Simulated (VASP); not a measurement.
Here is a VASP 6.6.1 calculation.

File INCAR:

```
SYSTEM = AlN
PREC = Accurate
ENCUT = 520
EDIFF = 1E-7
ISMEAR = 0
SIGMA = 0.05
LREAL = .FALSE.
LASPH = .TRUE.
NELM = 60
ALGO = Normal
ISIF = 2
LWAVE = .FALSE.
LCHARG = .FALSE.
GGA = PE
NBANDS = 16
```

KPOINTS

```
regular mesh
0
G
  12 12 6
  0 0 0
```

File POSCAR:

```
AlN
1.0
    3.1110021516      0.0000000000      0.0000000000
   -1.5555010758      2.6942068945      0.0000000000
    0.0000000000      0.0000000000      4.9780000000
Al N
2 2
Direct
    0.3333333333      0.6666666667      0.0000000000
    0.6666666667      0.3333333333      0.5000000000
    0.4446833565      0.8893667129      0.3850000000
    0.6666666667      0.3333333333      0.8850000000
```

Potentials or basis: VASP PAW PBE potentials, release 64 (Al, N).

Launch:

```bash
$ cat potpaw_PBE.64/Al/POTCAR potpaw_PBE.64/N/POTCAR > POTCAR
$ mpirun -np 1 vasp_std > vasp.out
```

(1) Predict the pressure.

(2) Predict the largest force.

(3) Estimate the band gap on the k mesh.

Answers

(1) 51.3 GPa.

(2) 35.777 eV/Å.

(3) 3.59 eV.

Caveat: the cell differs from its parent crystal (atom 3 (N) moved by (+0.000, +0.600) A along x and y); atoms lie so close that the PAW spheres overlap strongly, which falsifies energies and pressures; the stress differs along the axes, from -5 to 127 GPa; forces of over 1 eV/Å act on the atoms, so gaps and moduli don't describe the material at rest.
